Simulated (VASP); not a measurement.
# AlRu (P4mm) in VASP: notebook

AlRu is run at these levels: PBE; tasks: single point.

All numbers are computed with VASP 6.6.1; they aren't measurements. Logs are shortened: lines on timing, memory, paths and dates and some standing lists are left out, and cuts for length are marked.

### 1 The cell of the first run

It takes space group P4mm (No. 99, tetragonal). The conventional cell has a = 3.004 Å, b = 3.004 Å, c = 9.512 Å, α = 90.00°, β = 90.00°, γ = 90.00°. Al (site symmetry 4mm) has 8 Ru at 2.60 Å and 5 Al at 3.00 Å within 3.4 Å. Within 3.4 Å of Al (site symmetry 4mm) lie 8 Ru at 2.60 Å and 6 Al at 3.00 Å. Al (site symmetry 4mm) has 8 Ru at 2.60 to 2.92 Å and 5 Al at 3.00 Å within 3.4 Å. Within 3.4 Å of Ru (site symmetry 4mm) lie 8 Al at 2.60 to 2.92 Å and 5 Ru at 3.00 Å. Ru (site symmetry 4mm) has 8 Al at 2.60 Å and 6 Ru at 3.00 Å within 3.4 Å. Within 3.4 Å of Ru (site symmetry 4mm) lie 8 Al at 2.60 Å and 5 Ru at 3.00 Å.

### 2 Single point, PBE

Input file INCAR:

```
ALGO = Fast
EDIFF = 1E-6
ENCUT = 520
GGA = PE
ISIF = 2
ISMEAR = 0
LASPH = True
LCHARG = False
LREAL = False
LWAVE = False
NBANDS = 34
NELM = 60
PREC = Accurate
SIGMA = 0.15
```

Input file KPOINTS:

```
k-points
0
Gamma
  20 20 7
```

Input file POSCAR:

```
AlRu
1.0
    0.0000000000     -3.0040847246      0.0000000000
    0.0000000000      0.0000000000     -3.0040847246
    9.5122541738      0.0000000000      0.0000000000
Al Ru
3 3
Direct
    0.0000000000      0.0000000000      0.2368432653
    0.0000000000      0.0000000000      0.5526553399
    0.0000000000      0.0000000000      0.8684674145
    0.5000000000      0.5000000000      0.0789372280
    0.5000000000      0.5000000000      0.3947493026
    0.5000000000      0.5000000000      0.7105613772
```

Potentials or basis: VASP PAW PBE potentials, release 64 (Al, Ru_pv).

Run with:

```
cat potpaw_PBE.64/Al/POTCAR potpaw_PBE.64/Ru_pv/POTCAR > POTCAR
mpirun -np 1 vasp_std > vasp.out
```

OUTCAR:

```text
EDIFF = 1E-6
   ENCUT = 520
   GGA = PE
   ISIF = 2
   ISMEAR = 0
   LASPH = True
   LREAL = False
   NELM = 60
   PREC = Accurate

 ion  position               nearest neighbor table
   1  0.000  0.000  0.237-   5 2.60   5 2.60   5 2.60   5 2.60   4 2.60   4 2.60   4 2.60   4 2.60
                             2 3.00
   2  0.000  0.000  0.553-   5 2.60   6 2.60   5 2.60   6 2.60   5 2.60   6 2.60   5 2.60   6 2.60
                             1 3.00   3 3.00
   3  0.000  0.000  0.868-   6 2.60   6 2.60   6 2.60   6 2.60   4 2.92   4 2.92   4 2.92   4 2.92
                             2 3.00
   4  0.500  0.500  0.079-   1 2.60   1 2.60   1 2.60   1 2.60   3 2.92   3 2.92   3 2.92   3 2.92
                             5 3.00
   5  0.500  0.500  0.395-   1 2.60   1 2.60   1 2.60   1 2.60   2 2.60   2 2.60   2 2.60   2 2.60
                             4 3.00   6 3.00
   6  0.500  0.500  0.711-   2 2.60   3 2.60   2 2.60   3 2.60   2 2.60   3 2.60   2 2.60   3 2.60
                             5 3.00

  LATTYP: Found a simple tetragonal cell.
 ALAT       =     3.0040847246
 C/A-ratio  =     3.1664400461

  Lattice vectors:

 A1 = (   0.0000000000,  -3.0040847246,   0.0000000000)
 A2 = (   0.0000000000,   0.0000000000,  -3.0040847246)
 A3 = (   9.5122541738,   0.0000000000,   0.0000000000)

Analysis of symmetry for initial positions (statically):
=====================================================================
 Subroutine PRICEL returns:
 Original cell was already a primitive cell.

 Routine SETGRP: Setting up the symmetry group for a
 simple tetragonal supercell.

 Subroutine GETGRP returns: Found  8 space group operations
 (whereof  8 operations were pure point group operations)
 out of a pool of 16 trial point group operations.

The static configuration has the point symmetry C_4v.

Analysis of symmetry for dynamics (positions and initial velocities):
=====================================================================
 Subroutine PRICEL returns:
 Original cell was already a primitive cell.

 Routine SETGRP: Setting up the symmetry group for a
 simple tetragonal supercell.

 Subroutine GETGRP returns: Found  8 space group operations
 (whereof  8 operations were pure point group operations)
 out of a pool of 16 trial point group operations.

The dynamic configuration has the point symmetry C_4v.

 Subroutine INISYM returns: Found  8 space group operations
 (whereof  8 operations are pure point group operations),
 and found     1 'primitive' translations

----------------------------------------------------------------------------------------

                                     Primitive cell

  volume of cell :      85.8436

  direct lattice vectors                    reciprocal lattice vectors
     0.000000000 -3.004084725  0.000000000     0.000000000 -0.332880092  0.000000000
     0.000000000  0.000000000 -3.004084725     0.000000000  0.000000000 -0.332880092
     9.512254174  0.000000000  0.000000000     0.105127552  0.000000000  0.000000000

  length of vectors
     3.004084725  3.004084725  9.512254174     0.332880092  0.332880092  0.105127552

  position of ions in fractional coordinates (direct lattice)
     0.000000000  0.000000000  0.236843265
     0.000000000  0.000000000  0.552655340
     0.000000000  0.000000000  0.868467415
     0.500000000  0.500000000  0.078937228
     0.500000000  0.500000000  0.394749303
     0.500000000  0.500000000  0.710561377

  ion indices of the primitive-cell ions
   primitive index   ion index
                 1           1
                 2           2
                 3           3
                 4           4
                 5           5
                 6           6

----------------------------------------------------------------------------------------

 KPOINTS: k-points

Automatic generation of k-mesh.
 Grid dimensions read from file:
 generate k-points for:   20   20    7

 Generating k-lattice:

  Cartesian coordinates                     Fractional coordinates (reciprocal lattice)
     0.000000000 -0.016644005  0.000000000     0.050000000  0.000000000  0.000000000
     0.000000000  0.000000000 -0.016644005     0.000000000  0.050000000  0.000000000
     0.015018222  0.000000000  0.000000000     0.000000000  0.000000000  0.142857143

  Length of vectors
     0.016644005  0.016644005  0.015018222

  Shift w.r.t. Gamma in fractional coordinates (k-lattice)
     0.000000000  0.000000000  0.000000000

 Subroutine IBZKPT returns following result:
 ===========================================

 Found    264 irreducible k-points:

 Following reciprocal coordinates:
            Coordinates               Weight
  0.000000  0.000000  0.000000      1.000000
  0.050000  0.000000  0.000000      4.000000
  0.100000  0.000000  0.000000      4.000000
  0.150000  0.000000  0.000000      4.000000
  0.200000  0.000000  0.000000      4.000000
  0.250000  0.000000  0.000000      4.000000
[... 16 lines left out ...]
  0.150000  0.100000  0.000000      8.000000
  0.200000  0.100000  0.000000      8.000000
 [... further k-points ...]
   k-points           NKPTS =    264   k-points in BZ     NKDIM =    264   number of bands    NBANDS=     34
   number of dos      NEDOS =    301   number of ions     NIONS =      6
   total plane-waves  NPLWV =  41472
   dimension x,y,z NGX =    24 NGY =   24 NGZ =   72
   dimension x,y,z NGXF=    48 NGYF=   48 NGZF=  144
   ions per type =               3   3
   NGX,Y,Z   is equivalent  to a cutoff of  13.28, 13.28, 12.58 a.u.
   NGXF,Y,Z  is equivalent  to a cutoff of  26.56, 26.56, 25.17 a.u.
 SYSTEM =  unknown system
   PREC   = accura    normal or accurate (medium, high low for compatibility)
   ISTART =      0    job   : 0-new  1-cont  2-samecut
   ICHARG =      2    charge: 1-file 2-atom 10-const
   ISPIN  =      1    spin polarized calculation?
   LNONCOLLINEAR =      F non collinear calculations
   LSORBIT =      F    spin-orbit coupling
   LASPH  =      T    aspherical Exc in radial PAW
   ENCUT  =  520.0 eV  38.22 Ry    6.18 a.u.   5.59  5.59 17.69*2*pi/ulx,y,z
   NELM   =     60;   NELMIN=  2; NELMDL= -5     # of ELM steps
   EDIFF  = 0.1E-05   stopping-criterion for ELM
   LREAL  =      F    real-space projection
   EDIFFG = 0.1E-04   stopping-criterion for IOM
   NSW    =      0    number of steps for IOM
   IBRION =     -1    ionic relax: 0-MD 1-quasi-New 2-CG
   NFREE  =      0    steps in history (QN), initial steepest desc. (CG)
   ISIF   =      2    stress and relaxation
   ISYM   =      2    0-nonsym 1-usesym 2-fastsym
   POTIM  = 0.5000    time-step for ionic-motion
   TEBEG  =    0.0;   TEEND  =   0.0 temperature during run
   PSTRESS=    0.0 pullay stress
   NELECT =      51.0000    total number of electrons
   NUPDOWN=      -1.0000    fix difference up-down
   EMIN   =  10.00;   EMAX   =-10.00  energy-range for DOS
   EFERMI =   0.00;   METHOD = LEGACY
   ISMEAR =     0;   SIGMA  =   0.15  broadening in eV -4-tet -1-fermi 0-gaus
   EFERMI_NEDOS =   21; number of points for ismear=-14 and -15
   IALGO  =     68    algorithm
   IMIX   =      4    mixing-type and parameters
     AMIX     =   0.40;   BMIX     =  1.00
     AMIX_MAG =   1.60;   BMIX_MAG =  1.00
  volume/ion in A,a.u.               =      14.31        96.55
  Fermi-wavevector in a.u.,A,eV,Ry     =   1.376245  2.600725 25.770103  1.894049
  Thomas-Fermi vector in A             =   2.501507
   LORBIT       =      0    0 simple, 1 ext, 2 COOP (PROOUT), +10 PAW based schemes
   GGA     = PE    functional components
   LHFCALC =     F    Hartree Fock is set to
   AEXX    =    0.0000 exact exchange contribution
   IVDW    =     0    specifies the selected vdW correction
   LEPSILON=     F    determine dielectric tensor
   LRPA    =     F    only Hartree local field effects (RPA)
 non-spin polarized calculation
 RMM-DIIS sequential band-by-band and
 Gauss-broadening in eV      SIGMA  =   0.15
  energy-cutoff  :      520.00
  volume of cell :       85.84
 maximum number of plane-waves:      2337
 NGX is ok and might be reduce to    24
   NGX = 11   NGY = 11   NGZ = 35

 number of electron      50.9999994 magnetization

 Free energy of the ion-electron system (eV)
  ---------------------------------------------------
  ext. energy  EPLUGINS =         0.00000000
  ---------------------------------------------------
  free energy    TOTEN  =       -42.22538476 eV

  energy without entropy =      -42.16267041  energy(sigma->0) =      -42.19402759

 E-fermi :   9.8603     XC(G=0): -12.2124

 val. band max:        9.8590513040   @ k =   0.4000   0.1000   0.2857
 cond. band min:       9.8608530685   @ k =   0.2500   0.0000   0.4286
 fundamental gap:      0.0018017645
 Fermi energy:         9.8602976259

 k-point     1 :       0.0000    0.0000    0.0000
  band No.  band energies     occupation
      1     -32.1124      2.00000
      2     -32.0475      2.00000
      3     -31.9684      2.00000
      4     -31.9231      2.00000
      5     -31.9231      2.00000
      6     -31.9126      2.00000
[... 26 lines left out ...]
     33      17.8375      0.00000
     34      18.1988      0.00000

 k-point     2 :       0.0500    0.0000    0.0000
  band No.  band energies     occupation
      1     -32.1118      2.00000
      2     -32.0470      2.00000
      3     -31.9680      2.00000
      4     -31.9279      2.00000
      5     -31.9227      2.00000
      6     -31.9173      2.00000
[... 26 lines left out ...]
     33      17.6341      0.00000
     34      17.8482      0.00000

 k-point     3 :       0.1000    0.0000    0.0000
  band No.  band energies     occupation
      1     -32.1102      2.00000
      2     -32.0456      2.00000
      3     -31.9668      2.00000
      4     -31.9420      2.00000
      5     -31.9307      2.00000
      6     -31.9249      2.00000
[... 26 lines left out ...]
     33      17.0121      0.00000
     34      17.3547      0.00000
[... 704 lines left out ...]
 k-point    23 :       0.1500    0.1000    0.0000
  band No.  band energies     occupation
      1     -32.1055      2.00000
      2     -32.0413      2.00000
      3     -31.9632      2.00000
      4     -31.9621      2.00000
      5     -31.9499      2.00000
      6     -31.9448      2.00000
[... 26 lines left out ...]
     33      16.4995      0.00000
     34      16.9009      0.00000

 k-point    24 :       0.2000    0.1000    0.0000
  band No.  band energies     occupation
      1     -32.1023      2.00000
      2     -32.0384      2.00000
      3     -31.9895      2.00000
      4     -31.9759      2.00000
      5     -31.9718      2.00000
      6     -31.9607      2.00000
[... 26 lines left out ...]
     33      16.2783      0.00000
     34      16.6993      0.00000

 [... further k-points ...]

------------------------ aborting loop because EDIFF is reached ----------------------------------------

  FORCE on cell =-STRESS in cart. coord.  units (eV):
  Direction    XX          YY          ZZ          XY          YZ          ZX
  --------------------------------------------------------------------------------------
  -------------------------------------------------------------------------------------
  Total       -5.8735855     -2.3965955     -2.3965955     -0.0000000      0.0000000     -0.0000000
  in kB     -109.6241085    -44.7298585    -44.7298585     -0.0000000      0.0000000     -0.0000000
  external PRESSURE =     -66.3612752 kB  Pullay stress =       0.0000000 kB

 VOLUME and BASIS-vectors are now :
 -----------------------------------------------------------------------------
  energy-cutoff  :      520.00
  volume of cell :       85.84
      direct lattice vectors                 reciprocal lattice vectors
     0.000000000 -3.004084725  0.000000000     0.000000000 -0.332880092  0.000000000
     0.000000000  0.000000000 -3.004084725     0.000000000  0.000000000 -0.332880092
     9.512254174  0.000000000  0.000000000     0.105127552  0.000000000  0.000000000

 POSITION                                       TOTAL-FORCE (eV/Angst)
 -----------------------------------------------------------------------------------
      2.25291      0.00000      0.00000        -0.163442      0.000000     -0.000000
      5.25700      0.00000      0.00000         0.044018      0.000000      0.000000
      8.26108      0.00000      0.00000         1.069261      0.000000      0.000000
      0.75087     -1.50204     -1.50204        -1.466824      0.000000     -0.000000
      3.75496     -1.50204     -1.50204        -0.129877     -0.000000     -0.000000
      6.75904     -1.50204     -1.50204         0.646865      0.000000      0.000000
 -----------------------------------------------------------------------------------
    total drift:                               -0.000308     -0.000000      0.000000

  FREE ENERGIE OF THE ION-ELECTRON SYSTEM (eV)
  ---------------------------------------------------
  free  energy   TOTEN  =       -42.2253847561 eV

  energy  without entropy=      -42.1626704144  energy(sigma->0) =      -42.19402759
```

Wall time 9.4 min (1 thread of Intel Xeon 6975P-C, shared host); peak memory 0.65 GiB.

Results:

```
Free energy   : -42.2254 eV
Pressure      : -6.6 GPa
Largest force : 1.467 eV/Å
```

Forces in eV/Å, atoms in the order of the input:
```
Al  -0.163  0.000  0.000
Al   0.044  0.000  0.000
Al   1.069  0.000  0.000
Ru  -1.467  0.000  0.000
Ru  -0.130  0.000  0.000
Ru   0.647  0.000  0.000
```

Levels at points of the mesh, in eV from the Fermi level:
```tsv
k point	band 23	band 24	band 25	band 26	band 27	band 28	band 29	band 30
(0.00, 0.00, 0.00)	0.07	0.07	0.21	0.34	0.53	0.86	2.42	5.14
(0.50, 0.00, 0.00)	-1.20	-0.91	-0.89	-0.48	0.32	1.67	1.84	2.25
(0.50, 0.50, 0.00)	-0.01	1.51	1.56	1.62	2.55	2.55	2.58	3.02
```

Caveat: forces of over 1 eV/Å act on the atoms, so gaps and moduli don't describe the material at rest.

### 3 Single point, PBE

This run uses another cell than the first one, of 15.06 Å³/atom, 1.053 times its volume.

INCAR is that of step 2.

KPOINTS is that of step 2.

Input file POSCAR:

```
AlRu
1.0
    0.0000000000     -3.0040847246      0.0000000000
    0.0000000000      0.0000000000     -3.0040847246
   10.0122541738      0.0000000000      0.0000000000
Al Ru
3 3
Direct
    0.0000000000      0.0000000000      0.2250155959
    0.0000000000      0.0000000000      0.5250563932
    0.0000000000      0.0000000000      0.8250971904
    0.5000000000      0.5000000000      0.0749951973
    0.5000000000      0.5000000000      0.3750359945
    0.5000000000      0.5000000000      0.6750767918
```

Potentials or basis: VASP PAW PBE potentials, release 64 (Al, Ru_pv).

Run with:

```
cat potpaw_PBE.64/Al/POTCAR potpaw_PBE.64/Ru_pv/POTCAR > POTCAR
mpirun -np 1 vasp_std > vasp.out
```

OUTCAR:

```text
EDIFF = 1E-6
   ENCUT = 520
   GGA = PE
   ISIF = 2
   ISMEAR = 0
   LASPH = True
   LREAL = False
   NELM = 60
   PREC = Accurate

 ion  position               nearest neighbor table
   1  0.000  0.000  0.225-   4 2.60   4 2.60   4 2.60   4 2.60   5 2.60   5 2.60   5 2.60   5 2.60
                             2 3.00
   2  0.000  0.000  0.525-   6 2.60   6 2.60   6 2.60   6 2.60   5 2.60   5 2.60   5 2.60   5 2.60
                             3 3.00   1 3.00
[... 1105 lines left out ...]
  -------------------------------------------------------------------------------------
  Total       -7.2092404     -3.1542797     -3.1542797     -0.0000000      0.0000000      0.0000000
  in kB     -127.8332621    -55.9312555    -55.9312555     -0.0000000      0.0000000      0.0000000
  external PRESSURE =     -79.8985910 kB  Pullay stress =       0.0000000 kB

 VOLUME and BASIS-vectors are now :
 -----------------------------------------------------------------------------
  energy-cutoff  :      520.00
  volume of cell :       90.36
      direct lattice vectors                 reciprocal lattice vectors
     0.000000000 -3.004084725  0.000000000     0.000000000 -0.332880092  0.000000000
     0.000000000  0.000000000 -3.004084725     0.000000000  0.000000000 -0.332880092
    10.012254174  0.000000000  0.000000000     0.099877608  0.000000000  0.000000000

 POSITION                                       TOTAL-FORCE (eV/Angst)
 -----------------------------------------------------------------------------------
      2.25291      0.00000      0.00000        -0.180946     -0.000000      0.000000
      5.25700      0.00000      0.00000         0.051103     -0.000000      0.000000
      8.26108      0.00000      0.00000         0.784542     -0.000000      0.000000
      0.75087     -1.50204     -1.50204        -1.206325     -0.000000     -0.000000
      3.75496     -1.50204     -1.50204        -0.250604      0.000000      0.000000
      6.75904     -1.50204     -1.50204         0.802229     -0.000000      0.000000
 -----------------------------------------------------------------------------------
    total drift:                                0.000725     -0.000000      0.000000

  FREE ENERGIE OF THE ION-ELECTRON SYSTEM (eV)
  ---------------------------------------------------
  free  energy   TOTEN  =       -41.2971084095 eV

  energy  without entropy=      -41.2317704151  energy(sigma->0) =      -41.26443941
```

OSZICAR:

```text
N       E                     dE             d eps       ncg     rms          rms(c)
DAV:   1     0.475023613156E+03    0.47502E+03   -0.28588E+04 19296   0.146E+03
DAV:   2    -0.264296467148E+02   -0.50145E+03   -0.48417E+03 18946   0.425E+02
DAV:   3    -0.438096765710E+02   -0.17380E+02   -0.16756E+02 21776   0.760E+01
DAV:   4    -0.440910151345E+02   -0.28134E+00   -0.28032E+00 20692   0.885E+00
DAV:   5    -0.440971293352E+02   -0.61142E-02   -0.61128E-02 23140   0.132E+00    0.191E+01
RMM:   6    -0.478420943640E+02   -0.37450E+01   -0.21993E+01 19889   0.219E+01    0.185E+01
RMM:   7    -0.418857667273E+02    0.59563E+01   -0.57052E+00 18257   0.123E+01    0.631E+00
RMM:   8    -0.414557150674E+02    0.43005E+00   -0.65698E-01 18605   0.461E+00    0.395E+00
RMM:   9    -0.413268106212E+02    0.12890E+00   -0.12059E-01 19915   0.152E+00    0.207E+00
RMM:  10    -0.413407213584E+02   -0.13911E-01   -0.78667E-02 19616   0.140E+00    0.197E+00
RMM:  11    -0.413229590112E+02    0.17762E-01   -0.52279E-02 19646   0.134E+00    0.154E+00
RMM:  12    -0.412982371880E+02    0.24722E-01   -0.62098E-03 19932   0.415E-01    0.408E-01
RMM:  13    -0.412975864557E+02    0.65073E-03   -0.22848E-03 20508   0.228E-01    0.211E-01
RMM:  14    -0.412970963133E+02    0.49014E-03   -0.75574E-04 20464   0.142E-01    0.356E-02
RMM:  15    -0.412971068846E+02   -0.10571E-04   -0.18025E-04 21260   0.705E-02    0.253E-02
RMM:  16    -0.412971111309E+02   -0.42463E-05   -0.52190E-05 22870   0.334E-02    0.232E-02
RMM:  17    -0.412971093541E+02    0.17768E-05   -0.85508E-06 17663   0.159E-02    0.116E-02
RMM:  18    -0.412971084095E+02    0.94463E-06   -0.46707E-06 16208   0.126E-02
   1 F= -.41297108E+02 E0= -.41264439E+02  d E =-.653380E-01
```

Wall time 10 min (1 thread of AMD EPYC 9R45 (Zen 5), shared host); peak memory 0.65 GiB.

Results:

```
Free energy   : -41.2971 eV
Pressure      : -8.0 GPa
Largest force : 1.206 eV/Å
```

Forces in eV/Å, atoms in the order of the input:
```
Al  -0.181  0.000  0.000
Al   0.051  0.000  0.000
Al   0.785  0.000  0.000
Ru  -1.206  0.000  0.000
Ru  -0.251  0.000  0.000
Ru   0.802  0.000  0.000
```

Caveat: forces of over 1 eV/Å act on the atoms, so gaps and moduli don't describe the material at rest.
